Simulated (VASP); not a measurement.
## Ge: single point with PBE

Ge:

```
Ge
1.0
     1.32729   -2.47049    0.00000
     1.32729    2.47049    0.00000
     0.00000    0.00000    2.69823
Ge
1
Direct
  0.50000 0.50000 0.00000
```

This cell differs from its parent crystal: strain -0.0500 x Voigt [1, 1, 0, 0, 0, 0].

- Program: VASP 6.6.1
- Task: single point
- Functional: PBE
- Potentials or basis: VASP PAW PBE potentials, release 64 (Ge_d)
- Cutoff: 520 eV
- k mesh: 20 × 20 × 18
- Occupations: gaussian, width 0.15 eV
- Spin: no spin polarisation
- Dipole correction: no
- Further INCAR settings: ALGO = Normal; EDIFF = 1e-06; NBANDS = 13

```yaml
Pressure: 7.9 GPa
Band_gap_on_the_k_mesh: zero (bands 7 and 8 overlap by 9.50 eV)
```

Stress tensor (GPa, compression positive):
```
13.63  0.00  0.00
 0.00  9.46  0.00
 0.00  0.00  0.66
```

Levels at points of the mesh, in eV from the Fermi level:
```csv
k point,band 5,band 6,band 7,band 8,band 9,band 10
"(0.00, 0.00, 0.00)",-24.56,-13.77,5.84,8.70,9.61,10.51
"(0.50, 0.00, 0.00)",-24.56,-7.62,-5.91,4.24,8.27,10.64
"(0.50, 0.50, 0.00)",-24.57,-8.64,-6.18,6.29,9.83,10.12
"(0.00, 0.00, 0.50)",-24.62,-10.09,-6.39,11.53,13.36,17.13
"(0.50, 0.00, 0.50)",-24.48,-3.47,-3.00,-1.47,3.44,7.04
"(0.50, 0.50, 0.50)",-24.50,-4.61,-3.21,-2.23,2.99,9.12
```

Run time: 120 s on 1 thread of Intel(R) Xeon(R) 6975P-C (Granite Rapids) (shared host), peak memory 0.33 GiB.

Caveat: the cell differs from its parent crystal (strain -0.0500 x Voigt [1, 1, 0, 0, 0, 0]); the stress differs along the axes, from 1 to 14 GPa.
